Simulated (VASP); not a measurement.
Crystal: Si.

```
Si
1.0
    -2.37137    2.37137    1.32927
     2.37137   -2.37137    1.32927
     2.37137    2.37137   -1.32927
Si
2
Direct
  0.50000 0.50000 0.00000
  0.25000 0.75000 0.50000
```

- Program: VASP 6.6.1
- Task: relaxation of cell and atoms
- Functional: BLYP
- Dispersion: D3(BJ)
- Potentials or basis: VASP PAW PBE potentials, release 64 (Si)
- Cutoff: 600 eV
- k mesh: 11 × 11 × 11
- Occupations: fermi-dirac, width 0.05 eV
- Spin: no spin polarisation

At the start: pressure 0.8 GPa; volume 14.95 Å³/atom.

Where does the relaxation end?

Over 11 steps the energy falls by 2.3 meV/atom and the volume is 15.01 Å³/atom (+0.4 %); space group I4_1/amd (No. 141, to 0.1 Å) before and after.

Step by step:
| step | energy change (eV) | largest force (eV/Å) | pressure (GPa) | volume (Å³) |
| --- | --- | --- | --- | --- |
| 1 | 0.0000 | 0.0000 | 0.82 | 29.90 |
| 2 | -0.0006 | 0.0000 | -0.33 | 30.23 |
| 3 | -0.0006 | 0.0000 | -0.03 | 30.14 |
| 4 | -0.0007 | 0.0000 | -0.02 | 30.14 |
| 5 | -0.0008 | 0.0000 | 0.00 | 30.13 |
| 6 | -0.0013 | 0.0000 | 0.06 | 30.11 |
| 7 | -0.0036 | 0.0000 | 0.09 | 30.06 |
| 8 | -0.0009 | 0.0000 | 0.16 | 29.95 |
| 9 | -0.0045 | 0.0000 | 0.06 | 30.03 |
| 10 | -0.0045 | 0.0000 | 0.06 | 30.02 |
| 11 | -0.0046 | 0.0000 | 0.06 | 30.02 |

Final structure:
```
Si
1.0
    -2.40342    2.40342    1.29930
     2.40342   -2.40342    1.29930
     2.40342    2.40342   -1.29930
Si
2
Direct
  0.50000 0.50000 0.00000
  0.25000 0.75000 0.50000
```

Caveat: the PAW data sets were made with another functional, which shifts forces and pressure a little.
